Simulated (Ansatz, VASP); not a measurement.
**Two plane-wave programs on SiC**

```
Si C
1.0
     3.04460    0.00000    0.00000
    -1.52230    2.63670    0.00000
     0.00000    0.00000    5.05726
Si C
2 2
Direct
  0.33333 0.66667 0.00021
  0.66667 0.33333 0.50021
  0.33333 0.66667 0.37479
  0.66667 0.33333 0.87479
```

Change from the starting cell: epitaxial_xy strain -1.0%.

Alike in both runs: task single point; functional PBE; k mesh 12 × 12 × 6; occupations fermi-dirac, width 0.02 eV; no spin polarisation.

```csv
,VASP,Ansatz
version,VASP 6.6.1,Ansatz 0.2.0
potentials or method,"VASP PAW PBE potentials, release 64 (Si, C)","plane waves, PAW"
plane-wave cutoff (eV),520,420
valence electrons in the cell,16,16
```

|  | VASP | Ansatz | Ansatz less VASP |
| --- | --- | --- | --- |
| gap on the k mesh at the Fermi level (eV) | 2.15 | 2.15 | +0.005 |
| pressure (GPa) | 7.8 | 7.9 | +0.06 |
| traceless stress, the component that is largest in VASP (GPa) | -4.32 | -4.31 | +0.012 |
| rms of the force components (eV/Å) | 0.010 | 0.010 | +0.0001 |

Atom by atom the forces differ by 0.000 eV/Å (rms over components).
